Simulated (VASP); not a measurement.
Here is a VASP 6.6.1 calculation.

The input INCAR:

```
SYSTEM = Ni
PREC = Accurate
ENCUT = 520
EDIFF = 1E-7
ISMEAR = 0
SIGMA = 0.1
LREAL = .FALSE.
LASPH = .TRUE.
NELM = 150
ALGO = Normal
ISIF = 2
LWAVE = .FALSE.
LCHARG = .TRUE.
ISPIN = 2
MAGMOM = 0.83
LORBIT = 11
LMAXMIX = 4
GGA = PS
LELF = .TRUE.
LVHAR = .TRUE.
NBANDS = 15
```

KPOINTS

```
Automatic mesh
0
G
  28 28 28
  0 0 0
```

Contents of POSCAR:

```
Ni
1.0
    0.0000000000      1.7312756571      1.7312756571
    1.7312756571      0.0000000000      1.7312756571
    1.7312756571      1.7312756571      0.0000000000
Ni
1
Direct
    0.0000000000      0.0000000000      0.0000000000
```

Potentials or basis: VASP PAW PBE potentials, release 64 (Ni).

Run with:

```bash
$ cat potpaw_PBE.64/Ni/POTCAR > POTCAR
$ mpirun -np 1 vasp_std > vasp.out
```

Q: What does it give for the pressure?

A: -0.1 GPa.

Q: What does it give for the site moments?

A: Ni +0.61 μB.

Q: What does it give for the net moment?

A: 0.60 μB per cell.

Caveat: the PAW data sets were made with another functional, which shifts forces and pressure a little.
